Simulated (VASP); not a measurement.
Set up this calculation in VASP 6.6.1, as the native input.

```yaml
Task: single point
Functional: r2SCAN
Potentials_or_basis: VASP PAW PBE potentials, release 64 (Ba_sv, Ti_sv, O)
Cutoff: 520 eV
k_mesh: 8 × 8 × 8
Occupations: gaussian, width 0.05 eV
Spin: no spin polarisation
Dipole_correction: no
Further_INCAR_settings: ALGO = Normal; EDIFF = 1e-06; NBANDS = 28
```

Crystal: BaTiO3.

```xyz
5
Lattice="3.9940 0.0000 0.0000 0.0000 3.9940 0.0499 0.0000 0.0499 3.9940" Properties=species:S:1:pos:R:3 pbc="T T T"
Ba    1.9970    2.0220    2.0220
Ti    0.0000    0.0000    0.0000
O     1.9970    0.0000    0.0000
O     0.0000    1.9970    0.0250
O     0.0000    0.0250    1.9970
```

This cell differs from its parent crystal: strain +0.0250 x Voigt [0, 0, 0, 1, 0, 0].

These files were run (other wordings do the same):

POSCAR

```
BaTiO3
1.0
    3.9940382582      0.0000000000      0.0000000000
    0.0000000000      3.9940382582      0.0499254782
    0.0000000000      0.0499254782      3.9940382582
Ba Ti O
1 1 3
Direct
    0.5000000000      0.5000000000      0.5000000000
    0.0000000000      0.0000000000      0.0000000000
    0.5000000000      0.0000000000      0.0000000000
    0.0000000000      0.5000000000      0.0000000000
    0.0000000000      0.0000000000      0.5000000000
```

INCAR.step1

```
PREC = Accurate
ENCUT = 520
ISMEAR = 0
SIGMA = 0.05
LREAL = F
LASPH = T
NELM = 80
NBANDS = 28
GGA = PE
ALGO = Normal
EDIFF = 1E-4
LWAVE = T
LCHARG = F
```

INCAR.step2

```
PREC = Accurate
ENCUT = 520
EDIFF = 1E-6
ISMEAR = 0
SIGMA = 0.05
LREAL = F
LASPH = T
NELM = 80
ALGO = Normal
ISIF = 2
LWAVE = F
LCHARG = F
METAGGA = R2SCAN
LMIXTAU = T
NBANDS = 28
ISTART = 1
```

KPOINTS

```
Automatic mesh
0
Gamma
  8 8 8
```

Potentials or basis: VASP PAW PBE potentials, release 64 (Ba_sv, Ti_sv, O).

The run is started by

```bash
$ cat potpaw_PBE.64/Ba_sv/POTCAR potpaw_PBE.64/Ti_sv/POTCAR potpaw_PBE.64/O/POTCAR > POTCAR
$ cp INCAR.step1 INCAR
$ mpirun -np 1 vasp_std > vasp.out
$ cp INCAR.step2 INCAR
$ mpirun -np 1 vasp_std > vasp.out
```

It gave:

```
Pressure               : 2.1 GPa
Band gap on the k mesh : 2.08 eV (least direct gap 2.17 eV)
```

Caveat: the cell differs from its parent crystal (strain +0.0250 x Voigt [0, 0, 0, 1, 0, 0]); the PAW data sets were made with another functional, which shifts forces and pressure a little; spin-orbit coupling is left out, which moves the levels of the heavy elements.

Wall time 5.3 min on 1 thread of Intel(R) Xeon(R) 6975P-C (Granite Rapids), on a shared host, peak memory 0.3 GiB.
